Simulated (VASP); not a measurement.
Input of a VASP 6.6.1 run:

Contents of INCAR:

```
  PREC = Accurate
  ENCUT = 520
  EDIFF = 1E-6
  ISMEAR = 0
  SIGMA = 0.1
  LREAL = F
  LASPH = T
  NELM = 150
  ALGO = Normal
  ISIF = 2
  LWAVE = F
  LCHARG = F
  ISPIN = 2
  MAGMOM = 0 0 0 1
  LORBIT = 11
  LMAXMIX = 4
  LDIPOL = T
  IDIPOL = 3
  DIPOL = 0.5 0.5 0.333
  GGA = PE
  NBANDS = 34
```

Contents of KPOINTS:

```
Automatic mesh
0
Gamma
  10 10 1
```

File POSCAR:

```
Mo3H
1.0
    2.7370454666      0.0000000000      0.0000000000
   -0.9123484889      2.5805112132      0.0000000000
    0.0000000000      0.0000000000     21.3082440588
Mo H
3 1
Direct
    0.5000000000      0.5000000000      0.1877207708
    0.0000000000      0.0000000000      0.2888166433
    0.5000000000      0.5000000000      0.3899074948
    1.0000000000      1.0000000000      0.4668730108
```

Potentials or basis: VASP PAW PBE potentials, release 64 (Mo_sv, H).

Run with:

```sh
$ cat potpaw_PBE.64/Mo_sv/POTCAR potpaw_PBE.64/H/POTCAR > POTCAR
$ mpirun -np 1 vasp_std > vasp.out
```

Task: Estimate the largest force.

Result: 2.074 eV/Å.

Task: Estimate the net moment.

Result: 0.00 μB per cell.

Forces in eV/Å, atoms in the order of the input:
```
Mo   0.000  0.000  0.118
Mo   0.000  0.000 -0.474
Mo   0.000  0.000  2.074
H    0.000  0.000 -1.717
```
